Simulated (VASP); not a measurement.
# RbNa3Te2 (R-3m) in VASP: notebook

Runs on RbNa3Te2. Level: PBE. Tasks: single point, relaxation of cell and atoms.

All numbers are computed with VASP 6.6.1; they aren't measurements. Logs are shortened: lines on timing, memory, paths and dates and some standing lists are left out, and cuts for length are marked.

## (1) The cell of the first run

It takes space group R-3m (No. 166, trigonal). Conventional cell: a = 6.497 Å, b = 6.497 Å, c = 13.558 Å, α = 90.00°, β = 90.00°, γ = 120.00°. Rb (site symmetry -3m) has 6 Na at 2.94 Å and 6 Te at 3.79 Å within 3.9 Å. Na (site symmetry 2/m) has 2 Rb at 2.94 Å and 4 Na at 3.25 Å and 6 Te at 3.34 to 3.69 Å within 3.9 Å. Te (site symmetry 3m) has 9 Na at 3.34 to 3.69 Å and 4 Te at 3.51 to 3.89 Å and 3 Rb at 3.79 Å within 4.4 Å.

The cell was generated, and may not be a known phase.

## (2) Single point, PBE

Contents of INCAR:

```
PREC = Accurate
ENCUT = 520
EDIFF = 1E-6
ISMEAR = 0
SIGMA = 0.1
LREAL = False
LASPH = True
NELM = 100
ALGO = Fast
ISIF = 2
LWAVE = False
LCHARG = True
GGA = PE
LELF = True
LVHAR = True
NBANDS = 30
```

Contents of KPOINTS:

```
Automatic mesh
0
Gamma
  3 3 3
```

Contents of POSCAR:

```
RbNa3Te2
1.0
    3.2485748500      1.8755655600      4.5193435900
   -3.2485748500      1.8755655600      4.5193435900
    0.0000000000     -3.7511311200      4.5193435900
Rb Na Te
1 3 2
Direct
    0.0000000000      0.0000000000      0.0000000000
    0.0000000000      0.0000000000      0.5000000000
    0.5000000000      0.0000000000      0.0000000000
    0.0000000000      0.5000000000      0.0000000000
    0.6292808700      0.6292808700      0.6292808700
    0.3707191300      0.3707191300      0.3707191300
```

Potentials or basis: VASP PAW PBE potentials, release 64 (Rb_sv, Na_pv, Te).

Run with:

```bash
$ cat potpaw_PBE.64/Rb_sv/POTCAR potpaw_PBE.64/Na_pv/POTCAR potpaw_PBE.64/Te/POTCAR > POTCAR
$ mpirun -np 1 vasp_std > vasp.out
```

OUTCAR:

```text
PREC = Accurate
   ENCUT = 520
   EDIFF = 1E-6
   ISMEAR = 0
   LREAL = False
   LASPH = True
   NELM = 100
   ISIF = 2
   GGA = PE

 ion  position               nearest neighbor table
   1  0.000  0.000  0.000-   2 2.94   2 2.94   4 2.94   3 2.94   4 2.94   3 2.94   5 3.79   6 3.79
                             5 3.79   6 3.79   5 3.79   6 3.79
   2  0.000  0.000  0.500-   1 2.94   1 2.94
   3  0.500  0.000  0.000-   1 2.94   1 2.94
   4  0.000  0.500  0.000-   1 2.94   1 2.94
   5  0.629  0.629  0.629-   6 3.51   1 3.79   1 3.79   1 3.79
   6  0.371  0.371  0.371-   5 3.51   1 3.79   1 3.79   1 3.79

  LATTYP: Found a trigonal (rhomboedric) cell.
 ALAT       =     5.8732828308
 COS(alpha) =     0.3881373813

  Lattice vectors:

 A1 = (   3.2485748500,   1.8755655600,   4.5193435900)
 A2 = (  -3.2485748500,   1.8755655600,   4.5193435900)
 A3 = (   0.0000000000,  -3.7511311200,   4.5193435900)

Analysis of symmetry for initial positions (statically):
=====================================================================
 Subroutine PRICEL returns:
 Original cell was already a primitive cell.

 Routine SETGRP: Setting up the symmetry group for a
 trigonal (rhombohedral) supercell.

 Subroutine GETGRP returns: Found 12 space group operations
 (whereof 12 operations were pure point group operations)
 out of a pool of 12 trial point group operations.

The static configuration has the point symmetry D_3d.

Analysis of symmetry for dynamics (positions and initial velocities):
=====================================================================
 Subroutine PRICEL returns:
 Original cell was already a primitive cell.

 Routine SETGRP: Setting up the symmetry group for a
 trigonal (rhombohedral) supercell.

 Subroutine GETGRP returns: Found 12 space group operations
 (whereof 12 operations were pure point group operations)
 out of a pool of 12 trial point group operations.

The dynamic configuration has the point symmetry D_3d.

 Subroutine INISYM returns: Found 12 space group operations
 (whereof 12 operations are pure point group operations),
 and found     1 'primitive' translations

----------------------------------------------------------------------------------------

                                     Primitive cell

  volume of cell :     165.2159

  direct lattice vectors                    reciprocal lattice vectors
     3.248574850  1.875565560  4.519343590     0.153913646  0.088862085  0.073757024
    -3.248574850  1.875565560  4.519343590    -0.153913646  0.088862085  0.073757024
     0.000000000 -3.751131120  4.519343590     0.000000000 -0.177724170  0.073757024

  length of vectors
     5.873282831  5.873282831  5.873282827     0.192421359  0.192421359  0.192421359

  position of ions in fractional coordinates (direct lattice)
     0.000000000  0.000000000  0.000000000
     0.000000000  0.000000000  0.500000000
     0.500000000  0.000000000  0.000000000
     0.000000000  0.500000000  0.000000000
     0.629280870  0.629280870  0.629280870
     0.370719130  0.370719130  0.370719130

  ion indices of the primitive-cell ions
   primitive index   ion index
                 1           1
                 2           2
                 3           3
                 4           4
                 5           5
                 6           6

----------------------------------------------------------------------------------------

 KPOINTS: Automatic mesh

Automatic generation of k-mesh.
 Grid dimensions read from file:
 generate k-points for:    3    3    3

 Generating k-lattice:

  Cartesian coordinates                     Fractional coordinates (reciprocal lattice)
     0.051304549  0.029620695  0.024585675     0.333333333  0.000000000  0.000000000
    -0.051304549  0.029620695  0.024585675     0.000000000  0.333333333  0.000000000
     0.000000000 -0.059241390  0.024585675     0.000000000  0.000000000  0.333333333

  Length of vectors
     0.064140453  0.064140453  0.064140453

  Shift w.r.t. Gamma in fractional coordinates (k-lattice)
     0.000000000  0.000000000  0.000000000

 Subroutine IBZKPT returns following result:
 ===========================================

 Found      6 irreducible k-points:

 Following reciprocal coordinates:
            Coordinates               Weight
  0.000000  0.000000  0.000000      1.000000
  0.333333 -0.000000 -0.000000      6.000000
  0.333333  0.333333 -0.000000      6.000000
 -0.333333  0.333333  0.000000      6.000000
  0.333333  0.333333  0.333333      2.000000
 -0.333333  0.333333  0.333333      6.000000
   k-points           NKPTS =      6   k-points in BZ     NKDIM =      6   number of bands    NBANDS=     30
   number of dos      NEDOS =    301   number of ions     NIONS =      6
   total plane-waves  NPLWV = 110592
   dimension x,y,z NGX =    48 NGY =   48 NGZ =   48
   dimension x,y,z NGXF=    96 NGYF=   96 NGZF=   96
   ions per type =               1   3   2
   NGX,Y,Z   is equivalent  to a cutoff of  13.59, 13.59, 13.59 a.u.
   NGXF,Y,Z  is equivalent  to a cutoff of  27.17, 27.17, 27.17 a.u.
 SYSTEM =  unknown system
   PREC   = accura    normal or accurate (medium, high low for compatibility)
   ISTART =      0    job   : 0-new  1-cont  2-samecut
   ICHARG =      2    charge: 1-file 2-atom 10-const
   ISPIN  =      1    spin polarized calculation?
   LNONCOLLINEAR =      F non collinear calculations
   LSORBIT =      F    spin-orbit coupling
   LASPH  =      T    aspherical Exc in radial PAW
   ENCUT  =  520.0 eV  38.22 Ry    6.18 a.u.  10.92 10.92 10.92*2*pi/ulx,y,z
   NELM   =    100;   NELMIN=  2; NELMDL= -5     # of ELM steps
   EDIFF  = 0.1E-05   stopping-criterion for ELM
   LREAL  =      F    real-space projection
   EDIFFG = 0.1E-04   stopping-criterion for IOM
   NSW    =      0    number of steps for IOM
   IBRION =     -1    ionic relax: 0-MD 1-quasi-New 2-CG
   NFREE  =      0    steps in history (QN), initial steepest desc. (CG)
   ISIF   =      2    stress and relaxation
   ISYM   =      2    0-nonsym 1-usesym 2-fastsym
   POTIM  = 0.5000    time-step for ionic-motion
   TEBEG  =    0.0;   TEEND  =   0.0 temperature during run
   PSTRESS=    0.0 pullay stress
   NELECT =      42.0000    total number of electrons
   NUPDOWN=      -1.0000    fix difference up-down
   EMIN   =  10.00;   EMAX   =-10.00  energy-range for DOS
   EFERMI =   0.00;   METHOD = LEGACY
   ISMEAR =     0;   SIGMA  =   0.10  broadening in eV -4-tet -1-fermi 0-gaus
   EFERMI_NEDOS =   21; number of points for ismear=-14 and -15
   IALGO  =     68    algorithm
   IMIX   =      4    mixing-type and parameters
     AMIX     =   0.40;   BMIX     =  1.00
     AMIX_MAG =   1.60;   BMIX_MAG =  1.00
  volume/ion in A,a.u.               =      27.54       185.82
  Fermi-wavevector in a.u.,A,eV,Ry     =   1.037068  1.959775 14.633210  1.075511
  Thomas-Fermi vector in A             =   2.171489
   LORBIT       =      0    0 simple, 1 ext, 2 COOP (PROOUT), +10 PAW based schemes
   GGA     = PE    functional components
   LHFCALC =     F    Hartree Fock is set to
   AEXX    =    0.0000 exact exchange contribution
   IVDW    =     0    specifies the selected vdW correction
   LEPSILON=     F    determine dielectric tensor
   LRPA    =     F    only Hartree local field effects (RPA)
 non-spin polarized calculation
 RMM-DIIS sequential band-by-band and
 Gauss-broadening in eV      SIGMA  =   0.10
  energy-cutoff  :      520.00
  volume of cell :      165.22
 maximum number of plane-waves:      4460
 NGX is ok and might be reduce to    48
   NGX = 21   NGY = 21   NGZ = 21

 number of electron      42.0000011 magnetization

 Free energy of the ion-electron system (eV)
  ---------------------------------------------------
  ext. energy  EPLUGINS =         0.00000000
  ---------------------------------------------------
  free energy    TOTEN  =       -12.22023745 eV

  energy without entropy =      -12.21238539  energy(sigma->0) =      -12.21631142

 E-fermi :   3.7651     XC(G=0):  -8.5922

 val. band max:        3.6966730828   @ k =  -0.3333   0.3333   0.0000
 cond. band min:       4.4240338317   @ k =   0.3333  -0.0000  -0.0000
 fundamental gap:      0.7273607489
 Fermi energy:         3.7650801184

 k-point     1 :       0.0000    0.0000    0.0000
  band No.  band energies     occupation
      1     -25.1790      2.00000
      2     -21.8843      2.00000
      3     -21.8152      2.00000
      4     -21.8152      2.00000
      5     -21.6429      2.00000
      6     -21.6429      2.00000
[... 22 lines left out ...]
     29       9.7141      0.00000
     30       9.9899      0.00000

 k-point     2 :       0.3333   -0.0000   -0.0000
  band No.  band energies     occupation
      1     -25.1833      2.00000
      2     -21.8671      2.00000
      3     -21.8199      2.00000
      4     -21.8140      2.00000
      5     -21.6425      2.00000
      6     -21.6345      2.00000
[... 22 lines left out ...]
     29       9.0826      0.00000
     30       9.1005      0.00000

 k-point     3 :       0.3333    0.3333   -0.0000
  band No.  band energies     occupation
      1     -25.1877      2.00000
      2     -21.8565      2.00000
      3     -21.8228      2.00000
      4     -21.8124      2.00000
      5     -21.6426      2.00000
      6     -21.6346      2.00000
[... 22 lines left out ...]
     29       8.9788      0.00000
     30       9.2959      0.00000

 k-point     4 :      -0.3333    0.3333    0.0000
  band No.  band energies     occupation
      1     -25.1876      2.00000
      2     -21.8474      2.00000
      3     -21.8302      2.00000
      4     -21.8119      2.00000
      5     -21.6413      2.00000
      6     -21.6253      2.00000
[... 22 lines left out ...]
     29       8.7866      0.00000
     30       8.9795      0.00000

 k-point     5 :       0.3333    0.3333    0.3333
  band No.  band energies     occupation
      1     -25.1922      2.00000
      2     -21.8595      2.00000
      3     -21.8135      2.00000
      4     -21.8135      2.00000
      5     -21.6433      2.00000
      6     -21.6433      2.00000
[... 22 lines left out ...]
     29       9.4600      0.00000
     30       9.4686      0.00000

 k-point     6 :      -0.3333    0.3333    0.3333
  band No.  band energies     occupation
      1     -25.1921      2.00000
      2     -21.8446      2.00000
      3     -21.8252      2.00000
      4     -21.8123      2.00000
      5     -21.6428      2.00000
      6     -21.6348      2.00000
[... 22 lines left out ...]
     29       9.0392      0.00000
     30       9.4273      0.00000

------------------------ aborting loop because EDIFF is reached ----------------------------------------

  FORCE on cell =-STRESS in cart. coord.  units (eV):
  Direction    XX          YY          ZZ          XY          YZ          ZX
  --------------------------------------------------------------------------------------
  -------------------------------------------------------------------------------------
  Total        3.0835314      3.0835314      4.2568370     -0.0000000     -0.0000000      0.0000000
  in kB       29.9024805     29.9024803     41.2805869     -0.0000000     -0.0000000      0.0000000
  external PRESSURE =      33.6951826 kB  Pullay stress =       0.0000000 kB

 VOLUME and BASIS-vectors are now :
 -----------------------------------------------------------------------------
  energy-cutoff  :      520.00
  volume of cell :      165.22
      direct lattice vectors                 reciprocal lattice vectors
     3.248574850  1.875565560  4.519343590     0.153913646  0.088862085  0.073757024
    -3.248574850  1.875565560  4.519343590    -0.153913646  0.088862085  0.073757024
     0.000000000 -3.751131120  4.519343590     0.000000000 -0.177724170  0.073757024

 POSITION                                       TOTAL-FORCE (eV/Angst)
 -----------------------------------------------------------------------------------
      0.00000      0.00000      0.00000        -0.000000     -0.000000      0.000000
      0.00000     -1.87557      2.25967         0.000000     -0.000000      0.000000
      1.62429      0.93778      2.25967        -0.000000     -0.000000      0.000000
     -1.62429      0.93778      2.25967         0.000000     -0.000000      0.000000
      0.00000      0.00000      8.53181        -0.000000      0.000000      0.476697
      0.00000      0.00000      5.02622        -0.000000     -0.000000     -0.476697
 -----------------------------------------------------------------------------------
    total drift:                                0.000000     -0.000000      0.000000

  FREE ENERGIE OF THE ION-ELECTRON SYSTEM (eV)
  ---------------------------------------------------
  free  energy   TOTEN  =       -12.2202374510 eV

  energy  without entropy=      -12.2123853931  energy(sigma->0) =      -12.21631142
```

It took 1.7 min on 1 thread of Intel Xeon 8259CL, shared host; peak memory 0.33 GiB.

What came out:

| Quantity | Value |
| --- | --- |
| Free energy | -12.2202 eV |
| Pressure | 3.4 GPa |
| Largest force | 0.477 eV/Å |
| Band gap on the k mesh | zero (bands 21 and 22 overlap by 0.73 eV) |

Forces on the atoms (eV/Å):
```
Rb   0.000  0.000  0.000
Na   0.000  0.000  0.000
Na   0.000  0.000  0.000
Na   0.000  0.000  0.000
Te   0.000  0.000  0.477
Te   0.000  0.000 -0.477
```

Caveat: the k points lie up to 0.40 Å⁻¹ apart, too coarse for converged energies and pressures of a metal; spin-orbit coupling is left out, which moves the levels of the heavy elements.

## (3) Single point, PBE

This run uses another cell than the first one, of 53.47 Å³/atom.

Contents of INCAR:

```
PREC = Accurate ; ENCUT = 520
EDIFF = 1E-6 ; ISMEAR = 0
SIGMA = 0.1 ; LREAL = F
LASPH = T ; NELM = 60
ALGO = Normal ; ISIF = 2
LWAVE = F ; LCHARG = T
GGA = PE ; LELF = T
LVHAR = T ; NBANDS = 30
```

KPOINTS is that of step 2.

Contents of POSCAR:

```
RbNa3Te2
1.0
    3.3966624153      1.9610639598      8.0268485201
   -3.3966624153      1.9610639598      8.0268485201
    0.0000000000     -3.9221279196      8.0268485201
Rb Na Te
1 3 2
Direct
    0.0000000000      0.0000000000      0.0000000000
    0.0000000000      0.0000000000      0.5000000000
    0.5000000000      0.0000000000      0.0000000000
    0.0000000000      0.5000000000      0.0000000000
    0.7435431103      0.7435431103      0.7435431103
    0.2564568897      0.2564568897      0.2564568897
```

Potentials or basis: VASP PAW PBE potentials, release 64 (Rb_sv, Na_pv, Te).

Run with:

```bash
$ cat potpaw_PBE.64/Rb_sv/POTCAR potpaw_PBE.64/Na_pv/POTCAR potpaw_PBE.64/Te/POTCAR > POTCAR
$ mpirun -np 1 vasp_std > vasp.out
```

Run time: 5.7 min. Hardware: 1 thread of Intel Xeon 8259CL, shared host; peak memory 0.71 GiB.

It converged, with:

```yaml
Free_energy: -14.6401 eV
Pressure: 0.1 GPa
Largest_force: 0.021 eV/Å
Band_gap_on_the_k_mesh: 1.38 eV
```

Forces in eV/Å, atoms in the order of the input:
```
Rb   0.000  0.000  0.000
Na   0.000  0.000  0.000
Na   0.000  0.000  0.000
Na   0.000  0.000  0.000
Te   0.000  0.000 -0.021
Te   0.000  0.000  0.021
```

Stress tensor (GPa, compression positive):
```
0.01 0.00 0.00
0.00 0.01 0.00
0.00 0.00 0.28
```

Levels at points of the mesh, in eV from the valence-band top:
```csv
k point,band 18,band 19,band 20,band 21,band 22,band 23,band 24,band 25
"(0.00, 0.00, 0.00)",-0.35,-0.11,0.00,0.00,1.38,2.77,4.17,4.17
```

Caveat: spin-orbit coupling is left out, which moves the levels of the heavy elements.

## (4) Single point, PBE

This run uses another cell than the first one, of 54.48 Å³/atom.

Contents of INCAR:

```
PREC = Accurate ; ENCUT = 520
EDIFF = 1E-6 ; ISMEAR = 0
SIGMA = 0.02 ; LREAL = F
LASPH = T ; NELM = 60
ALGO = Normal ; ISIF = 2
LWAVE = F ; LCHARG = F
GGA = PE ; NBANDS = 30
```

Contents of KPOINTS:

```
Automatic mesh
0
Gamma
  6 6 6
```

Contents of POSCAR:

```
RbNa3Te2
1.0
    3.3723958048      1.9470536257      8.2975118443
   -3.3723958048      1.9470536257      8.2975118443
    0.0000000000     -3.8941072515      8.2975118443
Rb Na Te
1 3 2
Direct
    0.0000000000      0.0000000000      0.0000000000
    0.0000000000      0.0000000000      0.5000000000
    0.5000000000      0.0000000000      0.0000000000
    0.0000000000      0.5000000000      0.0000000000
    0.7456777179      0.7456777179      0.7456777179
    0.2543222821      0.2543222821      0.2543222821
```

Run with:

```bash
$ cat potpaw_PBE.64/Rb_sv/POTCAR potpaw_PBE.64/Na_pv/POTCAR potpaw_PBE.64/Te/POTCAR > POTCAR
$ mpirun -np 1 vasp_std > vasp.out
```

It took 21 min on 1 thread of Intel Xeon 8259CL, shared host; peak memory 0.89 GiB.

The run converged. Its results:

| Quantity | Value |
| --- | --- |
| Free energy | -14.6512 eV |
| Pressure | 0.0 GPa |
| Largest force | 0.011 eV/Å |
| Band gap on the k mesh | 1.40 eV |

Forces in eV/Å, atoms in the order of the input:
```
Rb   0.000  0.000  0.000
Na   0.000  0.000  0.000
Na   0.000  0.000  0.000
Na   0.000  0.000  0.000
Te   0.000  0.000 -0.011
Te   0.000  0.000  0.011
```

Levels at points of the mesh, in eV from the valence-band top:
| k point | band 19 | band 20 | band 21 | band 22 | band 23 | band 24 |
| --- | --- | --- | --- | --- | --- | --- |
| (0.00, 0.00, 0.00) | -0.13 | 0.00 | 0.00 | 1.40 | 2.77 | 4.21 |
| (0.50, 0.00, 0.00) | -0.36 | -0.34 | -0.13 | 2.73 | 3.14 | 3.32 |
| (0.50, 0.50, 0.00) | -0.12 | -0.06 | -0.03 | 2.66 | 2.74 | 3.04 |
| (0.50, 0.50, 0.50) | -0.19 | -0.14 | -0.14 | 2.21 | 2.41 | 4.13 |

Caveat: spin-orbit coupling is left out, which moves the levels of the heavy elements.

(Part 1 of 2 ends here.)

The gap in the log of VASP goes by the Fermi energy; the results here count the filled bands.